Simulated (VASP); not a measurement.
# Yb (Fd-3m) in VASP: notebook

Yb is run at these levels: revPBE; tasks: single point.

Program: VASP 6.6.1. These are calculated values, not measurements. Logs are shortened: lines on timing, memory, paths and dates and some standing lists are left out, and cuts for length are marked.

## (1) The cell of the first run

Symmetry: Fd-3m, No. 227, cubic system. The conventional cell has a = 8.874 Å, b = 8.874 Å, c = 8.874 Å, α = 90.00°, β = 90.00°, γ = 90.00°. Yb (site symmetry -43m) has 4 Yb at 3.84 Å within 5.0 Å.

## (2) Single point, revPBE

INCAR

```
SYSTEM = Yb
PREC = Accurate
ENCUT = 520
EDIFF = 1E-6
ISMEAR = -1
SIGMA = 0.1
LREAL = .False.
LASPH = .True.
NELM = 60
ALGO = Normal
ISIF = 2
LWAVE = .False.
LCHARG = .True.
GGA = RE
LELF = .True.
LVHAR = .True.
NBANDS = 31
```

KPOINTS

```
regular mesh
0
Gamma
  7 7 7
  0 0 0
```

POSCAR

```
Yb
1.0
    0.0000000000      4.4368952123      4.4368952123
    4.4368952123      0.0000000000      4.4368952123
    4.4368952123      4.4368952123      0.0000000000
Yb
2
Direct
    0.1250000000      0.1250000000      0.1250000000
    0.8750000000      0.8750000000      0.8750000000
```

Potentials or basis: VASP PAW PBE potentials, release 64 (Yb).

The run is started by

```console
cat potpaw_PBE.64/Yb/POTCAR > POTCAR
mpirun -np 1 vasp_std > vasp.out
```

OUTCAR:

```text
SYSTEM = Yb
   PREC = Accurate
   ENCUT = 520
   EDIFF = 1E-6
   ISMEAR = -1
   LREAL = .False.
   LASPH = .True.
   NELM = 60
   ISIF = 2
   GGA = RE

 ion  position               nearest neighbor table
   1  0.125  0.125  0.125-
   2  0.875  0.875  0.875-

  LATTYP: Found a face centered cubic cell.
 ALAT       =     8.8737904246

  Lattice vectors:

 A1 = (   0.0000000000,   4.4368952123,   4.4368952123)
 A2 = (   4.4368952123,   0.0000000000,   4.4368952123)
 A3 = (   4.4368952123,   4.4368952123,   0.0000000000)

Analysis of symmetry for initial positions (statically):
=====================================================================
 Subroutine PRICEL returns:
 Original cell was already a primitive cell.

 Routine SETGRP: Setting up the symmetry group for a
 face centered cubic supercell.

 Subroutine GETGRP returns: Found 48 space group operations
 (whereof 12 operations were pure point group operations)
 out of a pool of 48 trial point group operations.

The static configuration has the point symmetry D_3d.
 The point group associated with its full space group is O_h .

Analysis of symmetry for dynamics (positions and initial velocities):
=====================================================================
 Subroutine PRICEL returns:
 Original cell was already a primitive cell.

 Routine SETGRP: Setting up the symmetry group for a
 face centered cubic supercell.

 Subroutine GETGRP returns: Found 48 space group operations
 (whereof 12 operations were pure point group operations)
 out of a pool of 48 trial point group operations.

The dynamic configuration has the point symmetry D_3d.
 The point group associated with its full space group is O_h .

 Subroutine INISYM returns: Found 48 space group operations
 (whereof 12 operations are pure point group operations),
 and found     1 'primitive' translations

----------------------------------------------------------------------------------------

                                     Primitive cell

  volume of cell :     174.6898

  direct lattice vectors                    reciprocal lattice vectors
     0.000000000  4.436895212  4.436895212    -0.112691415  0.112691415  0.112691415
     4.436895212  0.000000000  4.436895212     0.112691415 -0.112691415  0.112691415
[... 73 lines left out ...]
   ICHARG =      2    charge: 1-file 2-atom 10-const
   ISPIN  =      1    spin polarized calculation?
   LNONCOLLINEAR =      F non collinear calculations
   LSORBIT =      F    spin-orbit coupling
   LASPH  =      T    aspherical Exc in radial PAW
   ENCUT  =  520.0 eV  38.22 Ry    6.18 a.u.  11.67 11.67 11.67*2*pi/ulx,y,z
   NELM   =     60;   NELMIN=  2; NELMDL= -5     # of ELM steps
   EDIFF  = 0.1E-05   stopping-criterion for ELM
   LREAL  =      F    real-space projection
   EDIFFG = 0.1E-04   stopping-criterion for IOM
   NSW    =      0    number of steps for IOM
   IBRION =     -1    ionic relax: 0-MD 1-quasi-New 2-CG
   NFREE  =      0    steps in history (QN), initial steepest desc. (CG)
   ISIF   =      2    stress and relaxation
   ISYM   =      2    0-nonsym 1-usesym 2-fastsym
   POTIM  = 0.5000    time-step for ionic-motion
   TEBEG  =    0.0;   TEEND  =   0.0 temperature during run
   PSTRESS=    0.0 pullay stress
   NELECT =      48.0000    total number of electrons
   NUPDOWN=      -1.0000    fix difference up-down
   EMIN   =  10.00;   EMAX   =-10.00  energy-range for DOS
   EFERMI =   0.00;   METHOD = LEGACY
   ISMEAR =    -1;   SIGMA  =   0.10  broadening in eV -4-tet -1-fermi 0-gaus
   EFERMI_NEDOS =   21; number of points for ismear=-14 and -15
   IALGO  =     38    algorithm
   IMIX   =      4    mixing-type and parameters
     AMIX     =   0.40;   BMIX     =  1.00
     AMIX_MAG =   1.60;   BMIX_MAG =  1.00
  volume/ion in A,a.u.               =      87.34       589.43
  Fermi-wavevector in a.u.,A,eV,Ry     =   1.064305  2.011245 15.411931  1.132745
  Thomas-Fermi vector in A             =   2.199819
   LORBIT       =      0    0 simple, 1 ext, 2 COOP (PROOUT), +10 PAW based schemes
   GGA     = RE    functional components
   LHFCALC =     F    Hartree Fock is set to
   AEXX    =    0.0000 exact exchange contribution
   IVDW    =     0    specifies the selected vdW correction
   LEPSILON=     F    determine dielectric tensor
   LRPA    =     F    only Hartree local field effects (RPA)
 non-spin polarized calculation
  energy-cutoff  :      520.00
  volume of cell :      174.69
 maximum number of plane-waves:      4729
   NGX = 23   NGY = 23   NGZ = 23

 number of electron      48.0000019 magnetization

 Free energy of the ion-electron system (eV)
  ---------------------------------------------------
  ext. energy  EPLUGINS =         0.00000000
  ---------------------------------------------------
  free energy    TOTEN  =        -4.53931708 eV

  energy without entropy =       -4.38197818  energy(sigma->0) =       -4.46064763

 E-fermi :  -0.5187     XC(G=0):  -5.9443

 val. band max:       -0.5252114436   @ k =  -0.4286   0.2857   0.0000
 cond. band min:      -0.5093193733   @ k =  -0.2857   0.2857   0.0000
 fundamental gap:      0.0158920703
 Fermi energy:        -0.5186896786

 k-point     1 :       0.0000    0.0000    0.0000
  band No.  band energies     occupation
      1     -52.9471      2.00000
      2     -52.9407      2.00000
      3     -25.4002      2.00000
      4     -25.4002      2.00000
      5     -25.4002      2.00000
      6     -25.3352      2.00000
[... 669 lines left out ...]
     30       1.3864      0.00000
     31       2.0856      0.00000

------------------------ aborting loop because EDIFF is reached ----------------------------------------

  FORCE on cell =-STRESS in cart. coord.  units (eV):
  Direction    XX          YY          ZZ          XY          YZ          ZX
  --------------------------------------------------------------------------------------
  -------------------------------------------------------------------------------------
  Total       -0.5437267     -0.5437267     -0.5437267     -0.0000000     -0.0000000      0.0000000
  in kB       -4.9868205     -4.9868205     -4.9868205     -0.0000000     -0.0000000      0.0000000
  external PRESSURE =      -4.9868205 kB  Pullay stress =       0.0000000 kB

 VOLUME and BASIS-vectors are now :
 -----------------------------------------------------------------------------
  energy-cutoff  :      520.00
  volume of cell :      174.69
      direct lattice vectors                 reciprocal lattice vectors
     0.000000000  4.436895212  4.436895212    -0.112691415  0.112691415  0.112691415
     4.436895212  0.000000000  4.436895212     0.112691415 -0.112691415  0.112691415
     4.436895212  4.436895212  0.000000000     0.112691415  0.112691415 -0.112691415

 POSITION                                       TOTAL-FORCE (eV/Angst)
 -----------------------------------------------------------------------------------
      1.10922      1.10922      1.10922         0.000000      0.000000      0.000000
      7.76457      7.76457      7.76457        -0.000000     -0.000000     -0.000000
 -----------------------------------------------------------------------------------
    total drift:                                0.000000      0.000000      0.000000

  FREE ENERGIE OF THE ION-ELECTRON SYSTEM (eV)
  ---------------------------------------------------
  free  energy   TOTEN  =        -4.5393170844 eV

  energy  without entropy=       -4.3819781757  energy(sigma->0) =       -4.46064763
```

OSZICAR:

```text
N       E                     dE             d eps       ncg     rms          rms(c)
DAV:   1     0.417968013166E+03    0.41797E+03   -0.16305E+04  1744   0.894E+03
DAV:   2     0.113540250038E+03   -0.30443E+03   -0.28066E+03  1858   0.954E+02
[... 25 lines left out ...]
DAV:  28    -0.453933129802E+01    0.11220E-03   -0.20168E-04  2256   0.320E-01    0.429E-01
DAV:  29    -0.453933727429E+01   -0.59763E-05   -0.12183E-04  2392   0.202E-01    0.109E-01
DAV:  30    -0.453933305583E+01    0.42185E-05   -0.37889E-05  2304   0.347E-02    0.406E-02
DAV:  31    -0.453932197385E+01    0.11082E-04   -0.81586E-06  1501   0.694E-02    0.308E-02
DAV:  32    -0.453931647583E+01    0.54980E-05   -0.68640E-06  1500   0.731E-02    0.125E-02
DAV:  33    -0.453931708444E+01   -0.60860E-06   -0.20728E-06  1163   0.173E-02
   1 F= -.45393171E+01 E0= -.44606476E+01  d E =-.157339E+00
```

Run time: 4.6 min. Hardware: 1 thread of Intel Xeon Platinum 8488C (Sapphire Rapids), shared host; peak memory 0.37 GiB.

What came out:

```
Free energy            : -4.5393 eV
Pressure               : -0.5 GPa
Band gap on the k mesh : zero (band 24 reaches 0.36 eV, above the bottom of band 25 at -0.59 eV)
```

Levels at points of the mesh, in eV from the Fermi level:
```
           k point  band 20  band 21  band 22  band 23  band 24  band 25  band 26  band 27  band 28  band 29
(0.00, 0.00, 0.00)    -0.53    -0.53    -0.53    -0.53     0.88     0.88     0.88     1.18     1.18     1.70
```

Caveat: the PAW data sets were made with another functional, which shifts forces and pressure a little; spin-orbit coupling is left out, which moves the levels of the heavy elements. Spin polarisation is off, so any magnetic state and its effect on volume and gap are missing.

## (3) Single point, revPBE (volume scaled by 1.04)

INCAR

```
PREC = Accurate ; ENCUT = 520
EDIFF = 1E-6 ; ISMEAR = -1
SIGMA = 0.1 ; LREAL = False
LASPH = True ; NELM = 60
ALGO = Normal ; ISIF = 2
LWAVE = False ; LCHARG = False
GGA = RE ; NBANDS = 31
```

KPOINTS

```
Automatic mesh
0
Gamma
  7 7 7
```

POSCAR

```
Yb
1.0
    0.0000000000      4.4952821081      4.4952821081
    4.4952821081      0.0000000000      4.4952821081
    4.4952821081      4.4952821081      0.0000000000
Yb
2
Direct
    0.1250000000      0.1250000000      0.1250000000
    0.8750000000      0.8750000000      0.8750000000
```

Potentials or basis: VASP PAW PBE potentials, release 64 (Yb).

The run is started by

```console
cat potpaw_PBE.64/Yb/POTCAR > POTCAR
mpirun -np 1 vasp_std > vasp.out
```

It took 5.3 min on 1 thread of Intel Xeon Platinum 8488C (Sapphire Rapids), shared host; peak memory 0.37 GiB.

Results (log left out):

```
Free energy            : -4.5359 eV
Pressure               : 0.1 GPa
Band gap on the k mesh : zero (band 24 reaches 0.30 eV, above the bottom of band 25 at -0.62 eV)
```

Levels at points of the mesh, in eV from the Fermi level:
| k point | band 20 | band 21 | band 22 | band 23 | band 24 | band 25 | band 26 | band 27 | band 28 | band 29 |
| --- | --- | --- | --- | --- | --- | --- | --- | --- | --- | --- |
| (0.00, 0.00, 0.00) | -0.54 | -0.53 | -0.53 | -0.53 | 0.86 | 0.86 | 0.86 | 1.18 | 1.18 | 1.67 |

Caveat: the PAW data sets were made with another functional, which shifts forces and pressure a little; spin-orbit coupling is left out, which moves the levels of the heavy elements.

## (4) Single point, revPBE (volume scaled by 1.08)

INCAR

```
SYSTEM = Yb
PREC = Accurate
ENCUT = 520
EDIFF = 1E-6
ISMEAR = -1
SIGMA = 0.1
LREAL = .FALSE.
LASPH = .TRUE.
NELM = 80
ALGO = Normal
ISIF = 2
LWAVE = .FALSE.
LCHARG = .TRUE.
GGA = RE
LELF = .TRUE.
LVHAR = .TRUE.
NBANDS = 31
```

KPOINTS

```
Automatic mesh
0
G
  7 7 7
  0 0 0
```

POSCAR

```
Yb
1.0
    0.0000000000      4.5521904545      4.5521904545
    4.5521904545      0.0000000000      4.5521904545
    4.5521904545      4.5521904545      0.0000000000
Yb
2
Direct
    0.1250000000      0.1250000000      0.1250000000
    0.8750000000      0.8750000000      0.8750000000
```

The run is started by

```console
cat potpaw_PBE.64/Yb/POTCAR > POTCAR
mpirun -np 1 vasp_std > vasp.out
```

Wall time 5.5 min (1 thread of Intel Xeon Platinum 8488C (Sapphire Rapids), shared host); peak memory 0.37 GiB.

The run converged. Its results:

| Item | Value |
| --- | --- |
| Free energy | -4.5281 eV |
| Pressure | 0.3 GPa |
| Band gap on the k mesh | zero (band 24 reaches 0.24 eV, above the bottom of band 25 at -0.64 eV) |

Levels at points of the mesh, in eV from the Fermi level:
| k point | band 22 | band 23 | band 24 | band 25 | band 26 | band 27 |
| --- | --- | --- | --- | --- | --- | --- |
| (0.00, 0.00, 0.00) | -0.54 | -0.54 | 0.85 | 0.85 | 0.85 | 1.18 |

Caveat: the PAW data sets were made with another functional, which shifts forces and pressure a little; spin-orbit coupling is left out, which moves the levels of the heavy elements. Spin polarisation is off, so any magnetic state and its effect on volume and gap are missing.

## (5) Single point, revPBE (volume scaled by 1.12)

INCAR

```
SYSTEM = Yb
PREC = Accurate
ENCUT = 520
EDIFF = 1E-6
ISMEAR = -1
SIGMA = 0.1
LREAL = .False.
LASPH = .True.
NELM = 100
ALGO = Normal
ISIF = 2
LWAVE = .False.
LCHARG = .False.
GGA = RE
NBANDS = 31
```

KPOINTS

```
regular mesh
0
Gamma
  7 7 7
  0 0 0
```

POSCAR

```
Yb
1.0
    0.0000000000      4.6077104441      4.6077104441
    4.6077104441      0.0000000000      4.6077104441
    4.6077104441      4.6077104441      0.0000000000
Yb
2
Direct
    0.1250000000      0.1250000000      0.1250000000
    0.8750000000      0.8750000000      0.8750000000
```

The run is started by

```console
cat potpaw_PBE.64/Yb/POTCAR > POTCAR
mpirun -np 1 vasp_std > vasp.out
```

Run time: 4 min. Hardware: 1 thread of Intel Xeon Platinum 8488C (Sapphire Rapids), shared host; peak memory 0.38 GiB.

The run converged. Its results:

```
Free energy            : -4.5169 eV
Pressure               : -0.5 GPa
Band gap on the k mesh : zero (band 24 reaches 0.19 eV, above the bottom of band 25 at -0.66 eV)
```

Levels at points of the mesh, in eV from the Fermi level:
```tsv
k point	band 21	band 22	band 23	band 24	band 25	band 26	band 27	band 28
(0.00, 0.00, 0.00)	-0.54	-0.54	-0.54	0.83	0.83	0.83	1.19	1.19
```

Caveat: the PAW data sets were made with another functional, which shifts forces and pressure a little; spin-orbit coupling is left out, which moves the levels of the heavy elements. Spin polarisation is off, so any magnetic state and its effect on volume and gap are missing.

## (6) The runs side by side

| cell | gap on the mesh (eV) | pressure (GPa) |
| --- | --- | --- |
| a = 6.275 Å, angles 60.0°, 2 atoms | none | -0.5 |
| a = 6.357 Å, angles 60.0°, 2 atoms | none | 0.1 |
| a = 6.438 Å, angles 60.0°, 2 atoms | none | 0.3 |
| a = 6.516 Å, angles 60.0°, 2 atoms | none | -0.5 |

Alike in all rows: task single point; level revPBE; potentials or basis VASP PAW PBE potentials, release 64 (Yb); no spin polarisation; k mesh 7 × 7 × 7; cutoff (eV) 520; smearing fermi-dirac 0.1 eV.

Caveats: the PAW data sets were made with another functional, which shifts forces and pressure a little; spin-orbit coupling is left out, which moves the levels of the heavy elements.

Total energies depend on the potentials used, so only differences within one code and one set of settings carry meaning.
